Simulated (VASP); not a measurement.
Ru, 2 atoms in the cell. Symmetry: P6_3/mmc, No. 194, hexagonal system. Conventional cell: a = 2.720 Å, b = 2.720 Å, c = 4.296 Å, α = 90.00°, β = 90.00°, γ = 120.00°. Within 3.5 Å of Ru (site symmetry -6m2) lie 12 Ru at 2.66 to 2.72 Å. 

```yaml
Program: VASP 6.6.1
Task: relaxation of cell and atoms
Functional: PBE
Potentials_or_basis: VASP PAW PBE potentials, release 64 (Ru_pv)
Cutoff: 600 eV
k_mesh: 15 × 15 × 8
Occupations: fermi-dirac, width 0.15 eV
Spin: no spin polarisation
Dipole_correction: no
Further_INCAR_settings: ALGO = Normal; EDIFF = 1e-07; IBRION = 2; EDIFFG = -0.001; NSW = 80; ISIF = 3
```

Potentials or basis: VASP PAW PBE potentials, release 64 (Ru_pv).

Launch:

```bash
$ cat potpaw_PBE.64/Ru_pv/POTCAR > POTCAR
$ mpirun -np 1 vasp_std > vasp.out
```

Hardware: 1 thread of Intel Xeon 8259CL (shared host).

Task: How long does it take, and how much memory?

Result: Run time: 3.8 min on 1 thread of Intel Xeon 8259CL (shared host), peak memory 0.22 GiB. Counts: scf iterations 39, k points 135, ion steps 6.
